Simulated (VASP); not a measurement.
Ti: single point with r2SCAN

Ti:

```
CELL_PARAMETERS angstrom
4.56802 0.00000 0.00000
-2.28401 3.95602 0.00000
0.00000 0.00000 2.82456
ATOMIC_POSITIONS crystal
Ti 0.93094 0.94944 0.00000
Ti 0.33333 0.66667 0.50000
Ti 0.66667 0.33333 0.50000
```

This cell differs from its parent crystal: atom 1 (Ti) moved by (-0.200, -0.200) A along x and y.

```json
{
 "Program": "VASP 6.6.1",
 "Task": "single point",
 "Functional": "r2SCAN",
 "Potentials or basis": "VASP PAW PBE potentials, release 64 (Ti_sv)",
 "Cutoff": "520 eV",
 "k mesh": "12 × 12 × 16",
 "Occupations": "gaussian, width 0.15 eV",
 "Spin": "no spin polarisation",
 "Dipole correction": "no",
 "Further INCAR settings": "ALGO = Normal; EDIFF = 1e-06; NBANDS = 25"
}
```

The pressure is 2.5 GPa, the largest force is 1.415 eV/Å and the band gap on the k mesh is zero (bands 18 and 19 overlap by 0.32 eV).

Forces on the atoms (eV/Å):
```
Ti   1.015  0.986  0.000
Ti  -0.763 -0.495  0.000
Ti  -0.252 -0.491  0.000
```

Stress tensor (GPa, compression positive):
```
3.50 1.00 0.00
1.00 3.28 0.00
0.00 0.00 0.83
```

Levels at points of the mesh, in eV from the Fermi level:
| k point | band 14 | band 15 | band 16 | band 17 | band 18 | band 19 | band 20 | band 21 | band 22 | band 23 |
| --- | --- | --- | --- | --- | --- | --- | --- | --- | --- | --- |
| (0.00, 0.00, 0.00) | -2.15 | -0.95 | -0.91 | -0.69 | -0.64 | 0.07 | 1.02 | 1.45 | 1.58 | 1.61 |
| (0.50, 0.00, 0.00) | -3.81 | -2.73 | -0.84 | -0.67 | -0.10 | 0.50 | 0.82 | 1.01 | 1.08 | 1.83 |
| (0.00, 0.50, 0.00) | -3.83 | -2.76 | -0.85 | -0.47 | -0.17 | 0.29 | 0.75 | 1.05 | 1.08 | 1.96 |
| (0.50, 0.50, 0.00) | -3.85 | -2.80 | -0.81 | -0.41 | -0.17 | 0.21 | 0.58 | 1.09 | 1.12 | 2.09 |
| (0.00, 0.00, 0.50) | -2.21 | -2.17 | -1.94 | -1.76 | -1.68 | 1.14 | 1.17 | 1.34 | 1.38 | 3.11 |
| (0.50, 0.00, 0.50) | -2.25 | -1.89 | -1.21 | -0.88 | -0.65 | 0.63 | 0.84 | 0.93 | 0.97 | 2.46 |
| (0.00, 0.50, 0.50) | -2.27 | -1.87 | -1.33 | -0.88 | -0.62 | 0.50 | 0.89 | 1.05 | 1.13 | 2.41 |
| (0.50, 0.50, 0.50) | -2.28 | -1.86 | -1.45 | -0.87 | -0.60 | 0.41 | 0.94 | 1.11 | 1.31 | 2.33 |

It took 88 min on 1 thread of Oxide Virtual Turin-like Processor, on a shared host, peak memory 0.66 GiB.

Caveat: the cell differs from its parent crystal (atom 1 (Ti) moved by (-0.200, -0.200) A along x and y); the PAW data sets were made with another functional, which shifts forces and pressure a little.
